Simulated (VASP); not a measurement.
# In2S in VASP: single point with PBE

Aim: the single point of In2S with PBE.

Program: VASP 6.6.1. These are calculated values, not measurements. Logs are shortened: lines on timing, memory, paths and dates and some standing lists are left out, and cuts for length are marked.

### Step 1. The cell of the first run

The typed cell holds 3 atoms: a = 3.900 Å, b = 5.293 Å, c = 5.293 Å, α = 67.42°, β = 90.00°, γ = 90.00°.

The cell was built from a structure type or drawn by symmetry, and may not be a known phase.

### Step 2. Single point, PBE

Input file INCAR:

```
SYSTEM = In2S
PREC = Accurate
ENCUT = 500
EDIFF = 1E-6
ISMEAR = 0
SIGMA = 0.15
LREAL = .False.
LASPH = .True.
NELM = 120
ALGO = Normal
ISIF = 2
LWAVE = .False.
LCHARG = .False.
GGA = PE
NBANDS = 23
GGA_COMPAT = .False.
```

Input file KPOINTS:

```
regular mesh
0
Gamma
  4 3 3
  0 0 0
```

Input file POSCAR:

```
In2S
1.0
    3.8998945945      0.0000000000      0.0000000000
    0.0000000000      2.9377032731      4.4028445939
    0.0000000000     -2.9377032731      4.4028445939
In S
2 1
Direct
    0.0000000000      0.2260659009      0.2260659009
    0.0000000000      0.6472609803      0.6472609803
    0.5000000000      0.4366484488      0.4366484488
```

Potentials or basis: VASP PAW PBE potentials, release 64 (In_d, S).

Started as:

```bash
$ cat potpaw_PBE.64/In_d/POTCAR potpaw_PBE.64/S/POTCAR > POTCAR
$ mpirun -np 1 vasp_std > vasp.out
```

OUTCAR:

```text
SYSTEM = In2S
   PREC = Accurate
   ENCUT = 500
   EDIFF = 1E-6
   ISMEAR = 0
   LREAL = .False.
   LASPH = .True.
   NELM = 120
   ISIF = 2
   GGA = PE

 ion  position               nearest neighbor table
   1  0.000  0.226  0.226-   3 2.69   3 2.69   2 3.02   2 3.02   2 3.71
   2  0.000  0.647  0.647-   3 2.69   3 2.69   1 3.02   1 3.02   1 3.71
   3  0.500  0.437  0.437-   1 2.69   1 2.69   2 2.69   2 2.69

  LATTYP: Found a base centered orthorhombic cell.
 ALAT       =     5.8754065462
 B/A-ratio  =     1.4987370012
 C/A-ratio  =     0.6637659137

  Lattice vectors:

 A1 = (   0.0000000000,   2.9377032731,  -4.4028445939)
 A2 = (   0.0000000000,   2.9377032731,   4.4028445939)
 A3 = (   3.8998945945,   0.0000000000,   0.0000000000)

Analysis of symmetry for initial positions (statically):
=====================================================================
 Subroutine PRICEL returns:
 Original cell was already a primitive cell.

 Routine SETGRP: Setting up the symmetry group for a
 base centered orthorhombic supercell.

 Subroutine GETGRP returns: Found  4 space group operations
 (whereof  4 operations were pure point group operations)
 out of a pool of  8 trial point group operations.

The static configuration has the point symmetry C_2v.

Analysis of symmetry for dynamics (positions and initial velocities):
=====================================================================
 Subroutine PRICEL returns:
 Original cell was already a primitive cell.

 Routine SETGRP: Setting up the symmetry group for a
 base centered orthorhombic supercell.

 Subroutine GETGRP returns: Found  4 space group operations
 (whereof  4 operations were pure point group operations)
 out of a pool of  8 trial point group operations.

The dynamic configuration has the point symmetry C_2v.

 Subroutine INISYM returns: Found  4 space group operations
 (whereof  4 operations are pure point group operations),
 and found     1 'primitive' translations

----------------------------------------------------------------------------------------

                                     Primitive cell

  volume of cell :     100.8844

  direct lattice vectors                    reciprocal lattice vectors
     3.899894595  0.000000000  0.000000000     0.256417187  0.000000000  0.000000000
     0.000000000  2.937703273  4.402844594     0.000000000  0.170200988  0.113562945
     0.000000000 -2.937703273  4.402844594     0.000000000 -0.170200988  0.113562945

  length of vectors
     3.899894595  5.292933122  5.292933122     0.256417187  0.204609186  0.204609186

  position of ions in fractional coordinates (direct lattice)
     0.000000000  0.226065901  0.226065901
     0.000000000  0.647260980  0.647260980
     0.500000000  0.436648449  0.436648449

  ion indices of the primitive-cell ions
   primitive index   ion index
                 1           1
                 2           2
                 3           3

----------------------------------------------------------------------------------------

 KPOINTS: regular mesh

Automatic generation of k-mesh.
 Grid dimensions read from file:
 generate k-points for:    4    3    3

 Generating k-lattice:

  Cartesian coordinates                     Fractional coordinates (reciprocal lattice)
     0.064104297  0.000000000  0.000000000     0.250000000  0.000000000  0.000000000
     0.000000000  0.056733663  0.037854315     0.000000000  0.333333333  0.000000000
     0.000000000 -0.056733663  0.037854315     0.000000000  0.000000000  0.333333333

  Length of vectors
     0.064104297  0.068203062  0.068203062

  Shift w.r.t. Gamma in fractional coordinates (k-lattice)
     0.000000000  0.000000000  0.000000000

 Subroutine IBZKPT returns following result:
 ===========================================

 Found     12 irreducible k-points:

 Following reciprocal coordinates:
            Coordinates               Weight
  0.000000  0.000000  0.000000      1.000000
  0.250000  0.000000  0.000000      2.000000
  0.500000  0.000000  0.000000      1.000000
  0.000000  0.333333 -0.000000      4.000000
  0.250000  0.333333 -0.000000      8.000000
  0.500000  0.333333 -0.000000      4.000000
  0.000000  0.333333  0.333333      2.000000
  0.250000  0.333333  0.333333      4.000000
  0.500000  0.333333  0.333333      2.000000
  0.000000 -0.333333  0.333333      2.000000
  0.250000 -0.333333  0.333333      4.000000
  0.500000 -0.333333  0.333333      2.000000
   k-points           NKPTS =     12   k-points in BZ     NKDIM =     12   number of bands    NBANDS=     23
   number of dos      NEDOS =    301   number of ions     NIONS =      3
   total plane-waves  NPLWV =  44800
   dimension x,y,z NGX =    28 NGY =   40 NGZ =   40
   dimension x,y,z NGXF=    56 NGYF=   80 NGZF=   80
   ions per type =               2   1
   NGX,Y,Z   is equivalent  to a cutoff of  11.94, 12.56, 12.56 a.u.
   NGXF,Y,Z  is equivalent  to a cutoff of  23.87, 25.13, 25.13 a.u.
 SYSTEM =  In2S
   PREC   = accura    normal or accurate (medium, high low for compatibility)
   ISTART =      0    job   : 0-new  1-cont  2-samecut
   ICHARG =      2    charge: 1-file 2-atom 10-const
   ISPIN  =      1    spin polarized calculation?
   LNONCOLLINEAR =      F non collinear calculations
   LSORBIT =      F    spin-orbit coupling
   LASPH  =      T    aspherical Exc in radial PAW
   ENCUT  =  500.0 eV  36.75 Ry    6.06 a.u.   7.11  9.65  9.65*2*pi/ulx,y,z
   NELM   =    120;   NELMIN=  2; NELMDL= -5     # of ELM steps
   EDIFF  = 0.1E-05   stopping-criterion for ELM
   LREAL  =      F    real-space projection
   EDIFFG = 0.1E-04   stopping-criterion for IOM
   NSW    =      0    number of steps for IOM
   IBRION =     -1    ionic relax: 0-MD 1-quasi-New 2-CG
   NFREE  =      0    steps in history (QN), initial steepest desc. (CG)
   ISIF   =      2    stress and relaxation
   ISYM   =      2    0-nonsym 1-usesym 2-fastsym
   POTIM  = 0.5000    time-step for ionic-motion
   TEBEG  =    0.0;   TEEND  =   0.0 temperature during run
   PSTRESS=    0.0 pullay stress
   NELECT =      32.0000    total number of electrons
   NUPDOWN=      -1.0000    fix difference up-down
   EMIN   =  10.00;   EMAX   =-10.00  energy-range for DOS
   EFERMI =   0.00;   METHOD = LEGACY
   ISMEAR =     0;   SIGMA  =   0.15  broadening in eV -4-tet -1-fermi 0-gaus
   EFERMI_NEDOS =   21; number of points for ismear=-14 and -15
   IALGO  =     38    algorithm
   IMIX   =      4    mixing-type and parameters
     AMIX     =   0.40;   BMIX     =  1.00
     AMIX_MAG =   1.60;   BMIX_MAG =  1.00
  volume/ion in A,a.u.               =      33.63       226.93
  Fermi-wavevector in a.u.,A,eV,Ry     =   1.116478  2.109837 16.959972  1.246523
  Thomas-Fermi vector in A             =   2.253092
   LORBIT       =      0    0 simple, 1 ext, 2 COOP (PROOUT), +10 PAW based schemes
   GGA     = PE    functional components
   LHFCALC =     F    Hartree Fock is set to
   AEXX    =    0.0000 exact exchange contribution
   IVDW    =     0    specifies the selected vdW correction
   LEPSILON=     F    determine dielectric tensor
   LRPA    =     F    only Hartree local field effects (RPA)
 non-spin polarized calculation
 Gauss-broadening in eV      SIGMA  =   0.15
  energy-cutoff  :      500.00
  volume of cell :      100.88
 maximum number of plane-waves:      2582
   NGX = 15   NGY = 19   NGZ = 19

 number of electron      32.0000000 magnetization

 Free energy of the ion-electron system (eV)
  ---------------------------------------------------
  ext. energy  EPLUGINS =         0.00000000
  ---------------------------------------------------
  free energy    TOTEN  =        -9.83074700 eV

  energy without entropy =       -9.82956968  energy(sigma->0) =       -9.83015834

 E-fermi :   3.4503     XC(G=0):  -8.2029

 val. band max:        3.2110097882   @ k =   0.5000   0.3333   0.3333
 cond. band min:       3.6369451093   @ k =   0.5000   0.0000   0.0000
 fundamental gap:      0.4259353211
 Fermi energy:         3.4503270507

 k-point     1 :       0.0000    0.0000    0.0000
  band No.  band energies     occupation
      1     -11.2076      2.00000
      2     -10.8916      2.00000
      3     -10.8806      2.00000
      4     -10.8641      2.00000
      5     -10.8631      2.00000
      6     -10.8233      2.00000
[... 15 lines left out ...]
     22       9.3107      0.00000
     23      10.9043      0.00000

 k-point     2 :       0.2500    0.0000    0.0000
  band No.  band energies     occupation
      1     -11.1835      2.00000
      2     -10.9853      2.00000
      3     -10.9109      2.00000
      4     -10.8590      2.00000
      5     -10.8535      2.00000
      6     -10.8515      2.00000
[... 15 lines left out ...]
     22       9.5267      0.00000
     23      10.3405      0.00000

 k-point     3 :       0.5000    0.0000    0.0000
  band No.  band energies     occupation
      1     -11.1463      2.00000
      2     -11.0980      2.00000
      3     -10.9301      2.00000
      4     -10.8789      2.00000
      5     -10.8548      2.00000
      6     -10.8209      2.00000
[... 15 lines left out ...]
     22       8.8134      0.00000
     23      10.2298      0.00000

 k-point     4 :       0.0000    0.3333   -0.0000
  band No.  band energies     occupation
      1     -11.1260      2.00000
      2     -10.8948      2.00000
      3     -10.8820      2.00000
      4     -10.8787      2.00000
      5     -10.8474      2.00000
      6     -10.8326      2.00000
[... 15 lines left out ...]
     22      10.0267      0.00000
     23      10.4569      0.00000

 k-point     5 :       0.2500    0.3333   -0.0000
  band No.  band energies     occupation
      1     -11.1281      2.00000
      2     -11.0009      2.00000
      3     -10.8783      2.00000
      4     -10.8728      2.00000
      5     -10.8408      2.00000
      6     -10.8295      2.00000
[... 122 lines left out ...]
 k-point    10 :       0.0000   -0.3333    0.3333
  band No.  band energies     occupation
      1     -11.0507      2.00000
      2     -10.9647      2.00000
      3     -10.8904      2.00000
      4     -10.8698      2.00000
      5     -10.8419      2.00000
      6     -10.8258      2.00000
[... 15 lines left out ...]
     22      10.4622      0.00000
     23      10.4721      0.00000

 k-point    11 :       0.2500   -0.3333    0.3333
  band No.  band energies     occupation
      1     -11.0856      2.00000
      2     -11.0362      2.00000
      3     -10.9048      2.00000
      4     -10.8569      2.00000
      5     -10.8454      2.00000
      6     -10.8190      2.00000
[... 15 lines left out ...]
     22      10.5533      0.00000
     23      10.8994      0.00000

 k-point    12 :       0.5000   -0.3333    0.3333
  band No.  band energies     occupation
      1     -11.1798      2.00000
      2     -11.0245      2.00000
      3     -10.9020      2.00000
      4     -10.8753      2.00000
      5     -10.8682      2.00000
      6     -10.7887      2.00000
[... 15 lines left out ...]
     22      10.0753      0.00000
     23      11.9236      0.00000

------------------------ aborting loop because EDIFF is reached ----------------------------------------

  FORCE on cell =-STRESS in cart. coord.  units (eV):
  Direction    XX          YY          ZZ          XY          YZ          ZX
  --------------------------------------------------------------------------------------
  -------------------------------------------------------------------------------------
  Total       -0.0738703      0.0457766      0.0615179      0.0000000      0.0000000      0.0000000
  in kB       -1.1731572      0.7269925      0.9769847      0.0000000      0.0000000      0.0000000
  external PRESSURE =       0.1769400 kB  Pullay stress =       0.0000000 kB

 VOLUME and BASIS-vectors are now :
 -----------------------------------------------------------------------------
  energy-cutoff  :      500.00
  volume of cell :      100.88
      direct lattice vectors                 reciprocal lattice vectors
     3.899894595  0.000000000  0.000000000     0.256417187  0.000000000  0.000000000
     0.000000000  2.937703273  4.402844594     0.000000000  0.170200988  0.113562945
     0.000000000 -2.937703273  4.402844594     0.000000000 -0.170200988  0.113562945

 POSITION                                       TOTAL-FORCE (eV/Angst)
 -----------------------------------------------------------------------------------
      0.00000      0.00000      1.99067         0.000000      0.000000      0.003479
      0.00000      0.00000      5.69958         0.000000      0.000000     -0.004187
      1.94995      0.00000      3.84499         0.000000      0.000000      0.000708
 -----------------------------------------------------------------------------------
    total drift:                               -0.000000     -0.000000     -0.000158

  FREE ENERGIE OF THE ION-ELECTRON SYSTEM (eV)
  ---------------------------------------------------
  free  energy   TOTEN  =        -9.8307469956 eV

  energy  without entropy=       -9.8295696751  energy(sigma->0) =       -9.83015834
```

It took 22 s on 1 thread of Intel Xeon Platinum 8488C (Sapphire Rapids), shared host; peak memory 0.2 GiB.

What came out:

```
Free energy            : -9.8307 eV
Pressure               : 0.0 GPa
Largest force          : 0.004 eV/Å
Band gap on the k mesh : 0.43 eV (least direct gap 0.73 eV)
```

Forces on the atoms (eV/Å):
```
In   0.000  0.000  0.003
In   0.000  0.000 -0.004
S    0.000  0.000  0.001
```

Caveat: the k points lie up to 0.43 Å⁻¹ apart; spin-orbit coupling is left out, which moves the levels of the heavy elements; an odd mesh through Γ misses points on the zone boundary, where band edges can lie.
